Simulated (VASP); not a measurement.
# InSb (rocksalt type) (Fm-3m) in VASP: single point with LDA

Aim: the single point of InSb (rocksalt type) with LDA.

Program: VASP 6.6.1. These are calculated values, not measurements. Logs are shortened: lines on timing, memory, paths and dates and some standing lists are left out, and cuts for length are marked.

## 1. The cell of the first run

It takes space group Fm-3m (No. 225, cubic). Conventional cell: a = 5.857 Å, b = 5.857 Å, c = 5.857 Å, α = 90.00°, β = 90.00°, γ = 90.00°. In (site symmetry m-3m) has 6 Sb at 2.93 Å within 3.9 Å. Within 3.9 Å of Sb (site symmetry m-3m) lie 6 In at 2.93 Å.

## 2. Single point, LDA (volume scaled by 0.94)

File INCAR:

```
PREC = Accurate ; ENCUT = 520
EDIFF = 1E-6 ; ISMEAR = -1
SIGMA = 0.08 ; LREAL = False
LASPH = True ; NELM = 60
ALGO = Normal ; ISIF = 2
LWAVE = False ; LCHARG = False
NBANDS = 16
```

File KPOINTS:

```
regular mesh
0
Gamma
  11 11 11
```

File POSCAR:

```
InSb
1.0
    0.0000000000      2.9283481094      2.9283481094
    2.9283481094      0.0000000000      2.9283481094
    2.9283481094      2.9283481094      0.0000000000
In Sb
1 1
Direct
    0.0000000000      0.0000000000      0.0000000000
    0.5000000000      0.5000000000      0.5000000000
```

Potentials or basis: VASP PAW LDA potentials, release 64 (In_d, Sb).

Run with:

```
cat potpaw_LDA.64/In_d/POTCAR potpaw_LDA.64/Sb/POTCAR > POTCAR
mpirun -np 1 vasp_std > vasp.out
```

OUTCAR:

```text
PREC = Accurate
   ENCUT = 520
   EDIFF = 1E-6
   ISMEAR = -1
   LREAL = False
   LASPH = True
   NELM = 60
   ISIF = 2

 ion  position               nearest neighbor table
   1  0.000  0.000  0.000-   2 2.93   2 2.93   2 2.93   2 2.93   2 2.93   2 2.93
   2  0.500  0.500  0.500-   1 2.93   1 2.93   1 2.93   1 2.93   1 2.93   1 2.93

  LATTYP: Found a face centered cubic cell.
 ALAT       =     5.8566962188

  Lattice vectors:

 A1 = (   0.0000000000,   2.9283481094,   2.9283481094)
 A2 = (   2.9283481094,   0.0000000000,   2.9283481094)
 A3 = (   2.9283481094,   2.9283481094,   0.0000000000)

Analysis of symmetry for initial positions (statically):
=====================================================================
 Subroutine PRICEL returns:
 Original cell was already a primitive cell.

 Routine SETGRP: Setting up the symmetry group for a
 face centered cubic supercell.

 Subroutine GETGRP returns: Found 48 space group operations
 (whereof 48 operations were pure point group operations)
 out of a pool of 48 trial point group operations.

The static configuration has the point symmetry O_h .

Analysis of symmetry for dynamics (positions and initial velocities):
=====================================================================
 Subroutine PRICEL returns:
 Original cell was already a primitive cell.

 Routine SETGRP: Setting up the symmetry group for a
 face centered cubic supercell.

 Subroutine GETGRP returns: Found 48 space group operations
 (whereof 48 operations were pure point group operations)
 out of a pool of 48 trial point group operations.

The dynamic configuration has the point symmetry O_h .

 Subroutine INISYM returns: Found 48 space group operations
 (whereof 48 operations are pure point group operations),
 and found     1 'primitive' translations

----------------------------------------------------------------------------------------

                                     Primitive cell

  volume of cell :      50.2225

  direct lattice vectors                    reciprocal lattice vectors
     0.000000000  2.928348109  2.928348109    -0.170744728  0.170744728  0.170744728
     2.928348109  0.000000000  2.928348109     0.170744728 -0.170744728  0.170744728
     2.928348109  2.928348109  0.000000000     0.170744728  0.170744728 -0.170744728

  length of vectors
     4.141309612  4.141309612  4.141309612     0.295738543  0.295738543  0.295738543

  position of ions in fractional coordinates (direct lattice)
     0.000000000  0.000000000  0.000000000
     0.500000000  0.500000000  0.500000000

  ion indices of the primitive-cell ions
   primitive index   ion index
                 1           1
                 2           2

----------------------------------------------------------------------------------------

 KPOINTS: regular mesh

Automatic generation of k-mesh.
 Grid dimensions read from file:
 generate k-points for:   11   11   11

 Generating k-lattice:

  Cartesian coordinates                     Fractional coordinates (reciprocal lattice)
    -0.015522248  0.015522248  0.015522248     0.090909091  0.000000000  0.000000000
     0.015522248 -0.015522248  0.015522248     0.000000000  0.090909091  0.000000000
     0.015522248  0.015522248 -0.015522248     0.000000000  0.000000000  0.090909091

  Length of vectors
     0.026885322  0.026885322  0.026885322

  Shift w.r.t. Gamma in fractional coordinates (k-lattice)
     0.000000000  0.000000000  0.000000000

 Subroutine IBZKPT returns following result:
 ===========================================

 Found     56 irreducible k-points:

 Following reciprocal coordinates:
            Coordinates               Weight
  0.000000  0.000000  0.000000      1.000000
  0.090909  0.000000  0.000000      8.000000
  0.181818  0.000000  0.000000      8.000000
  0.272727  0.000000  0.000000      8.000000
  0.363636  0.000000  0.000000      8.000000
  0.454545  0.000000  0.000000      8.000000
[... 16 lines left out ...]
 -0.272727  0.181818  0.000000     24.000000
 -0.181818  0.181818  0.000000     12.000000
 [... further k-points ...]
   k-points           NKPTS =     56   k-points in BZ     NKDIM =     56   number of bands    NBANDS=     16
   number of dos      NEDOS =    301   number of ions     NIONS =      2
   total plane-waves  NPLWV =  32768
   dimension x,y,z NGX =    32 NGY =   32 NGZ =   32
   dimension x,y,z NGXF=    64 NGYF=   64 NGZF=   64
   ions per type =               1   1
   NGX,Y,Z   is equivalent  to a cutoff of  12.85, 12.85, 12.85 a.u.
   NGXF,Y,Z  is equivalent  to a cutoff of  25.69, 25.69, 25.69 a.u.
 SYSTEM =  unknown system
   PREC   = accura    normal or accurate (medium, high low for compatibility)
   ISTART =      0    job   : 0-new  1-cont  2-samecut
   ICHARG =      2    charge: 1-file 2-atom 10-const
   ISPIN  =      1    spin polarized calculation?
   LNONCOLLINEAR =      F non collinear calculations
   LSORBIT =      F    spin-orbit coupling
   LASPH  =      T    aspherical Exc in radial PAW
   ENCUT  =  520.0 eV  38.22 Ry    6.18 a.u.   7.70  7.70  7.70*2*pi/ulx,y,z
   NELM   =     60;   NELMIN=  2; NELMDL= -5     # of ELM steps
   EDIFF  = 0.1E-05   stopping-criterion for ELM
   LREAL  =      F    real-space projection
   EDIFFG = 0.1E-04   stopping-criterion for IOM
   NSW    =      0    number of steps for IOM
   IBRION =     -1    ionic relax: 0-MD 1-quasi-New 2-CG
   NFREE  =      0    steps in history (QN), initial steepest desc. (CG)
   ISIF   =      2    stress and relaxation
   ISYM   =      2    0-nonsym 1-usesym 2-fastsym
   POTIM  = 0.5000    time-step for ionic-motion
   TEBEG  =    0.0;   TEEND  =   0.0 temperature during run
   PSTRESS=    0.0 pullay stress
   NELECT =      18.0000    total number of electrons
   NUPDOWN=      -1.0000    fix difference up-down
   EMIN   =  10.00;   EMAX   =-10.00  energy-range for DOS
   EFERMI =   0.00;   METHOD = LEGACY
   ISMEAR =    -1;   SIGMA  =   0.08  broadening in eV -4-tet -1-fermi 0-gaus
   EFERMI_NEDOS =   21; number of points for ismear=-14 and -15
   IALGO  =     38    algorithm
   IMIX   =      4    mixing-type and parameters
     AMIX     =   0.40;   BMIX     =  1.00
     AMIX_MAG =   1.60;   BMIX_MAG =  1.00
  volume/ion in A,a.u.               =      25.11       169.46
  Fermi-wavevector in a.u.,A,eV,Ry     =   1.162875  2.197515 18.398857  1.352278
  Thomas-Fermi vector in A             =   2.299431
   LORBIT       =      0    0 simple, 1 ext, 2 COOP (PROOUT), +10 PAW based schemes
   GGA     = CA    functional components
   LHFCALC =     F    Hartree Fock is set to
   AEXX    =    0.0000 exact exchange contribution
   IVDW    =     0    specifies the selected vdW correction
   LEPSILON=     F    determine dielectric tensor
   LRPA    =     F    only Hartree local field effects (RPA)
 non-spin polarized calculation
  energy-cutoff  :      520.00
  volume of cell :       50.22
 maximum number of plane-waves:      1375
   NGX = 15   NGY = 15   NGZ = 15

 number of electron      18.0000004 magnetization

 Free energy of the ion-electron system (eV)
  ---------------------------------------------------
  ext. energy  EPLUGINS =         0.00000000
  ---------------------------------------------------
  free energy    TOTEN  =        -8.02370696 eV

  energy without entropy =       -7.99835948  energy(sigma->0) =       -8.01103322

 E-fermi :   8.1730     XC(G=0): -10.5885

 val. band max:        8.1552098908   @ k =   0.1818   0.0000   0.0000
 cond. band min:       8.1938864593   @ k =   0.3636   0.1818   0.0909
 fundamental gap:      0.0386765685
 Fermi energy:         8.1729708616

 k-point     1 :       0.0000    0.0000    0.0000
  band No.  band energies     occupation
      1      -6.3840      2.00000
      2      -6.3840      2.00000
      3      -6.3431      2.00000
      4      -6.3431      2.00000
      5      -6.3431      2.00000
      6      -3.7693      2.00000
[... 8 lines left out ...]
     15      14.6377      0.00000
     16      14.6377      0.00000

 k-point     2 :       0.0909    0.0000    0.0000
  band No.  band energies     occupation
      1      -6.3879      2.00000
      2      -6.3879      2.00000
      3      -6.3435      2.00000
      4      -6.3402      2.00000
      5      -6.3402      2.00000
      6      -3.6663      2.00000
[... 8 lines left out ...]
     15      14.7477      0.00000
     16      14.7477      0.00000

 k-point     3 :       0.1818    0.0000    0.0000
  band No.  band energies     occupation
      1      -6.3997      2.00000
      2      -6.3997      2.00000
      3      -6.3449      2.00000
      4      -6.3312      2.00000
      5      -6.3312      2.00000
      6      -3.3603      2.00000
[... 8 lines left out ...]
     15      15.2974      0.00000
     16      15.2974      0.00000

 k-point     4 :       0.2727    0.0000    0.0000
  band No.  band energies     occupation
      1      -6.4162      2.00000
      2      -6.4162      2.00000
      3      -6.3475      2.00000
      4      -6.3182      2.00000
      5      -6.3182      2.00000
      6      -2.8653      2.00000
[... 8 lines left out ...]
     15      16.1718      0.00000
     16      16.1718      0.00000

 k-point     5 :       0.3636    0.0000    0.0000
  band No.  band energies     occupation
      1      -6.4318      2.00000
      2      -6.4318      2.00000
      3      -6.3506      2.00000
      4      -6.3059      2.00000
      5      -6.3059      2.00000
      6      -2.2290      2.00000
[... 8 lines left out ...]
     15      17.3080      0.00000
     16      17.3080      0.00000

 k-point     6 :       0.4545    0.0000    0.0000
  band No.  band energies     occupation
      1      -6.4411      2.00000
      2      -6.4411      2.00000
      3      -6.3527      2.00000
      4      -6.2984      2.00000
      5      -6.2984      2.00000
      6      -1.6382      2.00000
[... 8 lines left out ...]
     15      18.5708      0.00000
     16      18.5708      0.00000

 k-point     7 :       0.0909    0.0909    0.0000
  band No.  band energies     occupation
      1      -6.3971      2.00000
      2      -6.3816      2.00000
      3      -6.3458      2.00000
      4      -6.3383      2.00000
      5      -6.3383      2.00000
      6      -3.6307      2.00000
[... 8 lines left out ...]
     15      15.3549      0.00000
     16      15.3549      0.00000

 k-point     8 :       0.1818    0.0909    0.0000
  band No.  band energies     occupation
      1      -6.4135      2.00000
      2      -6.3847      2.00000
      3      -6.3475      2.00000
      4      -6.3322      2.00000
      5      -6.3301      2.00000
      6      -3.3890      2.00000
[... 8 lines left out ...]
     15      15.6874      0.00000
     16      15.8628      0.00000

 k-point     9 :       0.2727    0.0909    0.0000
  band No.  band energies     occupation
      1      -6.4322      2.00000
      2      -6.3974      2.00000
      3      -6.3480      2.00000
      4      -6.3238      2.00000
      5      -6.3169      2.00000
      6      -2.9516      2.00000
[... 8 lines left out ...]
     15      16.3982      0.00000
     16      16.6801      0.00000
[... 172 lines left out ...]
 k-point    19 :       0.3636    0.1818    0.0000
  band No.  band energies     occupation
      1      -6.4860      2.00000
      2      -6.3908      2.00000
      3      -6.3537      2.00000
      4      -6.3108      2.00000
      5      -6.3002      2.00000
      6      -2.2712      2.00000
[... 8 lines left out ...]
     15      18.3205      0.00000
     16      18.3981      0.00000

 k-point    20 :       0.4545    0.1818    0.0000
  band No.  band energies     occupation
      1      -6.4938      2.00000
      2      -6.4075      2.00000
      3      -6.3486      2.00000
      4      -6.3085      2.00000
      5      -6.2923      2.00000
      6      -1.6251      2.00000
[... 8 lines left out ...]
     15      19.3532      0.00000
     16      19.6526      0.00000

 k-point    21 :      -0.4545    0.1818    0.0000
  band No.  band energies     occupation
      1      -6.4877      2.00000
      2      -6.4226      2.00000
      3      -6.3426      2.00000
      4      -6.3089      2.00000
      5      -6.2922      2.00000
      6      -1.1832      2.00000
[... 8 lines left out ...]
     15      18.3646      0.00000
     16      18.4481      0.00000

 k-point    22 :      -0.3636    0.1818    0.0000
  band No.  band energies     occupation
      1      -6.4695      2.00000
      2      -6.4318      2.00000
      3      -6.3387      2.00000
      4      -6.3109      2.00000
      5      -6.2991      2.00000
      6      -1.4455      2.00000
[... 8 lines left out ...]
     15      17.0227      0.00000
     16      17.9467      0.00000

 k-point    23 :      -0.2727    0.1818    0.0000
  band No.  band energies     occupation
      1      -6.4443      2.00000
      2      -6.4330      2.00000
      3      -6.3392      2.00000
      4      -6.3131      2.00000
      5      -6.3102      2.00000
      6      -2.0846      2.00000
[... 8 lines left out ...]
     15      16.2943      0.00000
     16      19.5051      0.00000

 k-point    24 :      -0.1818    0.1818    0.0000
  band No.  band energies     occupation
      1      -6.4266      2.00000
      2      -6.4193      2.00000
      3      -6.3427      2.00000
      4      -6.3212      2.00000
      5      -6.3163      2.00000
      6      -2.6835      2.00000
[... 8 lines left out ...]
     15      16.0929      0.00000
     16      18.5698      0.00000

 [... further k-points ...]
[... 5 lines left out ...]
  --------------------------------------------------------------------------------------
  -------------------------------------------------------------------------------------
  Total        1.4511589      1.4511589      1.4511589     -0.0000000     -0.0000000      0.0000000
  in kB       46.2942917     46.2942917     46.2942917     -0.0000000     -0.0000000      0.0000000
  external PRESSURE =      46.2942917 kB  Pullay stress =       0.0000000 kB

 VOLUME and BASIS-vectors are now :
 -----------------------------------------------------------------------------
  energy-cutoff  :      520.00
  volume of cell :       50.22
      direct lattice vectors                 reciprocal lattice vectors
     0.000000000  2.928348109  2.928348109    -0.170744728  0.170744728  0.170744728
     2.928348109  0.000000000  2.928348109     0.170744728 -0.170744728  0.170744728
     2.928348109  2.928348109  0.000000000     0.170744728  0.170744728 -0.170744728

 POSITION                                       TOTAL-FORCE (eV/Angst)
 -----------------------------------------------------------------------------------
      0.00000      0.00000      0.00000        -0.000000     -0.000000     -0.000000
      2.92835      2.92835      2.92835         0.000000      0.000000      0.000000
 -----------------------------------------------------------------------------------
    total drift:                                0.000000     -0.000000     -0.000000

  FREE ENERGIE OF THE ION-ELECTRON SYSTEM (eV)
  ---------------------------------------------------
  free  energy   TOTEN  =        -8.0237069568 eV

  energy  without entropy=       -7.9983594772  energy(sigma->0) =       -8.01103322
```

Wall time 22 s (1 thread of Intel Xeon Platinum 8375C at 2.90GHz (Ice Lake), shared host); peak memory 0.18 GiB.

Results:

| Quantity | Value |
| --- | --- |
| Free energy | -8.0237 eV |
| Pressure | 4.6 GPa |
| Band gap on the k mesh | zero (band 9 reaches 8.91 eV, above the bottom of band 10 at 5.67 eV) |

Levels at points of the mesh, in eV from the Fermi level:
| k point | band 5 | band 6 | band 7 | band 8 | band 9 | band 10 | band 11 | band 12 | band 13 | band 14 |
| --- | --- | --- | --- | --- | --- | --- | --- | --- | --- | --- |
| (0.00, 0.00, 0.00) | -14.52 | -11.94 | -0.08 | -0.08 | -0.08 | 0.48 | 6.31 | 6.31 | 6.31 | 6.46 |

Caveat: spin-orbit coupling is left out, which moves the levels of the heavy elements.
